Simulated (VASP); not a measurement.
# TmB3Au (Cmcm) in VASP: further runs, part 2 of 3

VASP 6.6.1. Earlier steps stand in the parts before.

**3. Single point, PBE**

INCAR reads:

```
PREC = Accurate ; ENCUT = 500
EDIFF = 1E-6 ; ISMEAR = 0
SIGMA = 0.1 ; LREAL = False
LASPH = True ; NELM = 200
ALGO = Normal ; ISIF = 2
LWAVE = False ; LCHARG = False
GGA = PE ; NBANDS = 40
GGA_COMPAT = False ; LMAXMIX = 6
```

KPOINTS reads:

```
Automatic mesh
0
Gamma
  6 6 4
```

POSCAR reads:

```
TmB3Au
1.0
    1.5706343077     -7.8149687409      0.0000000000
    1.5706343077      7.8149687409      0.0000000000
    0.0000000000      0.0000000000      5.1978651484
Tm B Au
2 6 2
Direct
    0.1282623612      0.8717376388      0.2500000000
    0.8717376388      0.1282623612      0.7500000000
    0.1525046333      0.8474953667      0.7500000000
    0.7529365768      0.2470634232      0.4157363796
    0.7529365768      0.2470634232      0.0842636204
    0.2470634232      0.7529365768      0.9157363796
    0.2470634232      0.7529365768      0.5842636204
    0.8474953667      0.1525046333      0.2500000000
    0.5515620749      0.4484379251      0.7500000000
    0.4484379251      0.5515620749      0.2500000000
```

Potentials or basis: VASP PAW PBE potentials, release 64 (Tm_3, B, Au), 4f in core.

Command:

```console
> cat potpaw_PBE.64/Tm_3/POTCAR potpaw_PBE.64/B/POTCAR potpaw_PBE.64/Au/POTCAR > POTCAR
> mpirun -np 1 vasp_std > vasp.out
```

OUTCAR:

```text
PREC = Accurate
   ENCUT = 500
   EDIFF = 1E-6
   ISMEAR = 0
   LREAL = False
   LASPH = True
   NELM = 200
   ISIF = 2
   GGA = PE

 ion  position               nearest neighbor table
   1  0.128  0.872  0.250-   6 2.54   7 2.54   3 2.63   3 2.63   4 2.65   5 2.65   4 2.65   5 2.65
                            10 3.22  10 3.22   9 3.26   9 3.26   9 3.26   9 3.26
   2  0.872  0.128  0.750-   4 2.54   5 2.54   8 2.63   8 2.63   6 2.65   7 2.65   6 2.65   7 2.65
                             9 3.22   9 3.22  10 3.26  10 3.26  10 3.26  10 3.26
   3  0.153  0.847  0.750-   6 1.71   7 1.71   9 2.23   9 2.23   1 2.63   1 2.63
   4  0.753  0.247  0.416-   8 1.71   5 1.72   7 1.80   7 1.80   2 2.54   1 2.65   1 2.65
   5  0.753  0.247  0.084-   8 1.71   4 1.72   6 1.80   6 1.80   2 2.54   1 2.65   1 2.65
   6  0.247  0.753  0.916-   3 1.71   7 1.72   5 1.80   5 1.80   1 2.54   2 2.65   2 2.65
   7  0.247  0.753  0.584-   3 1.71   6 1.72   4 1.80   4 1.80   1 2.54   2 2.65   2 2.65
   8  0.847  0.153  0.250-   4 1.71   5 1.71  10 2.23  10 2.23   2 2.63   2 2.63
   9  0.552  0.448  0.750-   3 2.23   3 2.23  10 3.06  10 3.06   2 3.22   2 3.22   1 3.26   1 3.26
                             1 3.26   1 3.26
  10  0.448  0.552  0.250-   8 2.23   8 2.23   9 3.06   9 3.06   1 3.22   1 3.22   2 3.26   2 3.26
                             2 3.26   2 3.26

  LATTYP: Found a base centered orthorhombic cell.
 ALAT       =     3.1412686154
 B/A-ratio  =     4.9756768349
 C/A-ratio  =     1.6547025373

  Lattice vectors:

 A1 = (   1.5706343077,  -7.8149687409,   0.0000000000)
 A2 = (   1.5706343077,   7.8149687409,   0.0000000000)
 A3 = (   0.0000000000,   0.0000000000,   5.1978651484)

Analysis of symmetry for initial positions (statically):
=====================================================================
 Subroutine PRICEL returns:
 Original cell was already a primitive cell.

 Routine SETGRP: Setting up the symmetry group for a
 base centered orthorhombic supercell.

 Subroutine GETGRP returns: Found  8 space group operations
 (whereof  4 operations were pure point group operations)
 out of a pool of  8 trial point group operations.

[... 157 lines left out ...]
   GGA     = PE    functional components
   LHFCALC =     F    Hartree Fock is set to
   AEXX    =    0.0000 exact exchange contribution
   IVDW    =     0    specifies the selected vdW correction
   LEPSILON=     F    determine dielectric tensor
   LRPA    =     F    only Hartree local field effects (RPA)
 non-spin polarized calculation
 Gauss-broadening in eV      SIGMA  =   0.10
  energy-cutoff  :      500.00
  volume of cell :      127.60
 maximum number of plane-waves:      3261
 NGX is ok and might be reduce to    60
   NGX = 29   NGY = 29   NGZ = 19

 number of electron      58.0000001 magnetization

 Free energy of the ion-electron system (eV)
  ---------------------------------------------------
  ext. energy  EPLUGINS =         0.00000000
  ---------------------------------------------------
  free energy    TOTEN  =       -57.87394147 eV

  energy without entropy =      -57.86002618  energy(sigma->0) =      -57.86698383

 E-fermi :   5.8032     XC(G=0): -11.5660

 val. band max:        5.7886596713   @ k =   0.1667   0.1667   0.0000
 cond. band min:       5.9101446737   @ k =   0.5000   0.1667   0.2500
 fundamental gap:      0.1214850025
 Fermi energy:         5.8032238265

 k-point     1 :       0.0000    0.0000    0.0000
  band No.  band energies     occupation
      1     -18.8446      2.00000
      2     -18.8091      2.00000
      3     -18.7908      2.00000
      4     -18.7792      2.00000
      5     -18.4900      2.00000
      6     -18.4871      2.00000
[... 1021 lines left out ...]
     39      11.4502      0.00000
     40      12.3060      0.00000

 [... further k-points ...]
[... 5 lines left out ...]
  --------------------------------------------------------------------------------------
  -------------------------------------------------------------------------------------
  Total        0.3602254      0.5648074      0.5232725      0.0000000      0.0000000      0.0000000
  in kB        4.5230099      7.0917540      6.5702387      0.0000000      0.0000000      0.0000000
  external PRESSURE =       6.0616675 kB  Pullay stress =       0.0000000 kB

 VOLUME and BASIS-vectors are now :
 -----------------------------------------------------------------------------
  energy-cutoff  :      500.00
  volume of cell :      127.60
      direct lattice vectors                 reciprocal lattice vectors
     1.570634308 -7.814968741  0.000000000     0.318342722 -0.063979782  0.000000000
     1.570634308  7.814968741  0.000000000     0.318342722  0.063979782  0.000000000
     0.000000000  0.000000000  5.197865148     0.000000000  0.000000000  0.192386676

 POSITION                                       TOTAL-FORCE (eV/Angst)
 -----------------------------------------------------------------------------------
      1.57063      5.81024      1.29947         0.000000      0.062938     -0.000000
      1.57063     -5.81024      3.89840         0.000000     -0.062938     -0.000000
      1.57063      5.43133      3.89840         0.000000     -0.017958      0.000000
      1.57063     -3.95338      2.16094         0.000000      0.002203      0.022803
      1.57063     -3.95338      0.43799         0.000000      0.002203     -0.022803
      1.57063      3.95338      4.75987         0.000000     -0.002203      0.022803
      1.57063      3.95338      3.03692         0.000000     -0.002203     -0.022803
      1.57063     -5.43133      1.29947         0.000000      0.017958     -0.000000
      1.57063     -0.80591      3.89840         0.000000      0.004608     -0.000000
      1.57063      0.80591      1.29947         0.000000     -0.004608      0.000000
 -----------------------------------------------------------------------------------
    total drift:                               -0.000000     -0.000000      0.000000

  FREE ENERGIE OF THE ION-ELECTRON SYSTEM (eV)
  ---------------------------------------------------
  free  energy   TOTEN  =       -57.8739414747 eV

  energy  without entropy=      -57.8600261775  energy(sigma->0) =      -57.86698383
```

stdout:

```text
POSCAR found type information on POSCAR TmB Au
 POSCAR found :  3 types and      10 ions
 scaLAPACK will be used
 LDA part: xc-table for (Slater+PW92), standard interpolation
 POSCAR, INCAR and KPOINTS ok, starting setup
 FFT: planning ... GRIDC
 FFT: planning ... GRID_SOFT
 FFT: planning ... GRID
 WAVECAR not read
 entering main loop
```

It took 4 min on 1 thread of Intel Xeon 6975P-C (Granite Rapids), shared host; peak memory 0.45 GiB.

Results:

```yaml
Free_energy: -57.8739 eV
Pressure: 0.6 GPa
Largest_force: 0.063 eV/Å
Band_gap_on_the_k_mesh: zero (bands 29 and 30 overlap by 1.78 eV)
```

Forces in eV/Å, atoms in the order of the input:
```
Tm   0.000  0.063  0.000
Tm   0.000 -0.063  0.000
B    0.000 -0.018  0.000
B    0.000  0.002  0.023
B    0.000  0.002 -0.023
B    0.000 -0.002  0.023
B    0.000 -0.002 -0.023
B    0.000  0.018  0.000
Au   0.000  0.005  0.000
Au   0.000 -0.005  0.000
```

Stress tensor (GPa, compression positive):
```
0.45 0.00 0.00
0.00 0.71 0.00
0.00 0.00 0.66
```

Caveat: spin-orbit coupling is left out, which moves the levels of the heavy elements; the 4f electrons are frozen in the core, so they carry no moment and show no levels. Spin polarisation is off, so any magnetic state and its effect on volume and gap are missing.

**4. Single point, PBE**

This run uses another cell than the first one, of 12.82 Å³/atom.

INCAR reads:

```
ALGO = Normal
EDIFF = 1E-6
ENCUT = 500
GGA = PE
GGA_COMPAT = F
ISIF = 2
ISMEAR = 0
LASPH = T
LCHARG = T
LELF = T
LMAXMIX = 6
LREAL = F
LVHAR = T
LWAVE = F
NBANDS = 40
NELM = 200
PREC = Accurate
SIGMA = 0.1
```

KPOINTS reads:

```
k-points
0
Gamma
  6 6 4
```

POSCAR reads:

```
TmB3Au
1.0
    1.5998992786     -7.6973453950      0.0000000000
    1.5998992786      7.6973453950      0.0000000000
    0.0000000000      0.0000000000      5.2053413701
Tm B Au
2 6 2
Direct
    0.1247872342      0.8752127658      0.2500000000
    0.8752127658      0.1247872342      0.7500000000
    0.1531116774      0.8468883226      0.7500000000
    0.7509312899      0.2490687101      0.4158932798
    0.7509312899      0.2490687101      0.0841067202
    0.2490687101      0.7509312899      0.9158932798
    0.2490687101      0.7509312899      0.5841067202
    0.8468883226      0.1531116774      0.2500000000
    0.5552171107      0.4447828893      0.7500000000
    0.4447828893      0.5552171107      0.2500000000
```

Command:

```console
> cat potpaw_PBE.64/Tm_3/POTCAR potpaw_PBE.64/B/POTCAR potpaw_PBE.64/Au/POTCAR > POTCAR
> mpirun -np 1 vasp_std > vasp.out
```

It took 4.4 min on 1 thread of Intel Xeon 6975P-C (Granite Rapids), shared host; peak memory 0.45 GiB.

The run converged. Its results:

- Free energy: -57.8016 eV
- Pressure: -0.1 GPa
- Largest force: 0.429 eV/Å
- Band gap on the k mesh: zero (bands 29 and 30 overlap by 1.82 eV)

Forces in eV/Å, atoms in the order of the input:
```
Tm   0.000 -0.172  0.000
Tm   0.000  0.172  0.000
B    0.000 -0.190  0.000
B    0.000 -0.147  0.037
B    0.000 -0.147 -0.037
B    0.000  0.147  0.037
B    0.000  0.147 -0.037
B    0.000  0.190  0.000
Au   0.000  0.429  0.000
Au   0.000 -0.429  0.000
```

Stress tensor (GPa, compression positive):
```
-1.81  0.00  0.00
 0.00  2.11  0.00
 0.00  0.00 -0.54
```

Levels at points of the mesh, in eV from the Fermi level:
```csv
k point,band 25,band 26,band 27,band 28,band 29,band 30,band 31,band 32,band 33,band 34
"(0.00, 0.00, 0.00)",-2.28,-0.88,-0.85,-0.43,0.28,0.38,2.38,2.60,2.64,3.02
"(0.50, 0.00, 0.00)",-2.43,-1.95,-1.58,-1.25,-1.19,-0.63,1.46,1.56,2.57,3.30
"(0.50, 0.50, 0.00)",-2.19,-0.80,-0.64,-0.43,0.39,0.45,1.70,1.78,2.87,3.27
"(0.00, 0.00, 0.50)",-1.72,-1.72,-0.67,-0.67,-0.02,-0.02,0.57,0.57,3.81,3.81
"(0.50, 0.00, 0.50)",-2.06,-2.06,-1.78,-1.78,-1.13,-1.13,0.42,0.42,2.75,2.75
"(0.50, 0.50, 0.50)",-2.03,-2.03,-1.62,-1.62,-0.51,-0.51,1.32,1.32,3.30,3.30
```

Caveat: spin-orbit coupling is left out, which moves the levels of the heavy elements; the 4f electrons are frozen in the core, so they carry no moment and show no levels.

[end of part 2 of 3]

The gap in the log of VASP goes by the Fermi energy; the results here count the filled bands.